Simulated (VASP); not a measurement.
Here is a VASP 6.6.1 calculation.

File INCAR:

```
PREC     = Accurate       # precision mode
ENCUT    = 520            # plane-wave cutoff, eV
EDIFF    = 1E-6           # SCF threshold, eV
ISMEAR   = -1             # smearing method
SIGMA    = 0.1            # smearing width, eV
LREAL    = F              # projectors in reciprocal space
LASPH    = T              # aspherical terms in the spheres
NELM     = 60             # most SCF steps
ALGO     = Normal         # electronic algorithm
ISIF     = 2              # what is computed and relaxed
LWAVE    = F              # write WAVECAR
LCHARG   = F              # write CHGCAR
GGA      = RP             # functional
NBANDS   = 22             # bands
```

Contents of KPOINTS:

```
Automatic mesh
0
Gamma
  10 10 15
```

POSCAR

```
Ni
1.0
    4.0320739648      0.0000000000      0.0000000000
   -2.0160369824      3.4918784835      0.0000000000
    0.0000000000      0.0000000000      2.4269998947
Ni
3
Direct
    0.0000000000      1.0000000000      0.0000000000
    0.3333333333      0.6666666667      0.5000000000
    0.6666666667      0.3333333333      0.5000000000
```

Potentials or basis: VASP PAW PBE potentials, release 64 (Ni).

Command:

```sh
$ cat potpaw_PBE.64/Ni/POTCAR > POTCAR
$ mpirun -np 1 vasp_std > vasp.out
```

(1) What does it give for the pressure?

(2) What does it give for the band gap on the k mesh?

Answers

(1) 0.2 GPa.

(2) zero (band 15 reaches 9.10 eV, above the bottom of band 16 at 8.56 eV).

Caveat: the PAW data sets were made with another functional, which shifts forces and pressure a little; the run has no spin polarisation, though such a crystal can be magnetic.
